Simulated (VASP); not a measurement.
Wanted: the native input for a VASP 6.6.1 run.

```
Task                   : single point
Functional             : PBEsol
Potentials or basis    : VASP PAW PBE potentials, release 64 (Mg, O)
Cutoff                 : 520 eV
k mesh                 : 1 × 1 × 8
Occupations            : gaussian, width 0.05 eV
Spin                   : no spin polarisation
Dipole correction      : no
Further INCAR settings : LREAL = Auto; ALGO = Normal; EDIFF = 1e-06; NBANDS = 66
```

The structure of MgO lies in POSCAR:

```
MgO
1.0
   15.3000000000      0.0000000000      0.0000000000
    0.0000000000     13.5000000000      0.0000000000
    0.0000000000      0.0000000000      3.9969080032
Mg O
12 12
Direct
    0.2945359910      0.5000000000      0.0000000000
    0.5673775444      0.5000000000      0.0000000000
    0.2999647534      0.3495885076      0.5000000000
    0.2999647534      0.6504114924      0.5000000000
    0.5685104131      0.3429626081      0.5000000000
    0.5685104131      0.6570373919      0.5000000000
    0.4326224556      0.5000000000      0.5000000000
    0.7054640090      0.5000000000      0.5000000000
    0.4314895869      0.3429626081      0.0000000000
    0.4314895869      0.6570373919      0.0000000000
    0.7000352466      0.3495885076      0.0000000000
    0.7000352466      0.6504114924      0.0000000000
    0.4323099024      0.5000000000      0.0000000000
    0.7074795835      0.5000000000      0.0000000000
    0.4326828594      0.3397638953      0.5000000000
    0.4326828594      0.6602361047      0.5000000000
    0.7047083055      0.3450944931      0.5000000000
    0.7047083055      0.6549055069      0.5000000000
    0.2925204165      0.5000000000      0.5000000000
    0.5676900976      0.5000000000      0.5000000000
    0.2952916945      0.3450944931      0.0000000000
    0.2952916945      0.6549055069      0.0000000000
    0.5673171406      0.3397638953      0.0000000000
    0.5673171406      0.6602361047      0.0000000000
```

One way to write it, as run:

INCAR

```
  PREC = Accurate
  ENCUT = 520
  EDIFF = 1E-6
  ISMEAR = 0
  SIGMA = 0.05
  LREAL = Auto
  LASPH = True
  NELM = 80
  ALGO = Normal
  ISIF = 2
  LWAVE = False
  LCHARG = False
  GGA = PS
  NBANDS = 66
```

KPOINTS

```
Automatic mesh
0
Gamma
  1 1 8
```

Potentials or basis: VASP PAW PBE potentials, release 64 (Mg, O).

Launch:

```bash
$ cat potpaw_PBE.64/Mg/POTCAR potpaw_PBE.64/O/POTCAR > POTCAR
$ mpirun -np 1 vasp_std > vasp.out
```

It gave:

The largest force is 0.020 eV/Å and the band gap on the k mesh is 3.50 eV.

Caveat: the PAW data sets were made with another functional, which shifts forces and pressure a little.

Wall time 8.7 min on 1 thread of Intel(R) Xeon(R) Platinum 8559C (Emerald Rapids), with other jobs on the host, peak memory 0.75 GiB.
